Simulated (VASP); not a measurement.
# In: single point with LDA

Crystal: In.

```
CELL_PARAMETERS angstrom
2.97149 0.00000 0.00000
0.00000 2.97149 0.00000
0.00000 0.00000 2.97149
ATOMIC_POSITIONS crystal
In 0.00000 0.00000 0.00000
```

| Property | Result |
| --- | --- |
| Program | VASP 6.6.1 |
| Task | single point |
| Functional | LDA |
| Potentials or basis | VASP PAW LDA potentials, release 64 (In_d) |
| Cutoff | 520 eV |
| k mesh | 10 × 10 × 10 |
| Occupations | fermi-dirac, width 0.1 eV |
| Spin | no spin polarisation |
| Dipole correction | no |
| Further INCAR settings | ALGO = Normal; EDIFF = 1e-06; NBANDS = 12 |

```yaml
Pressure: 0.0 GPa
```

Levels at points of the mesh, in eV from the Fermi level:
```tsv
k point	band 3	band 4	band 5	band 6	band 7	band 8	band 9	band 10
(0.00, 0.00, 0.00)	-14.17	-14.17	-14.17	-9.56	7.63	7.63	7.63	11.11
(0.50, 0.00, 0.00)	-14.41	-14.41	-14.15	-5.55	-3.70	10.96	10.96	13.02
(0.50, 0.50, 0.00)	-14.38	-14.38	-13.92	-1.41	-0.74	-0.74	4.05	14.95
(0.50, 0.50, 0.50)	-14.74	-13.90	-13.90	2.18	2.18	2.18	3.54	7.56
```

Run time: 7.9 s on 1 thread of Intel(R) Xeon(R) Platinum 8488C (Sapphire Rapids) (shared host), peak memory 0.13 GiB.

Caveat: spin-orbit coupling is left out, which moves the levels of the heavy elements.
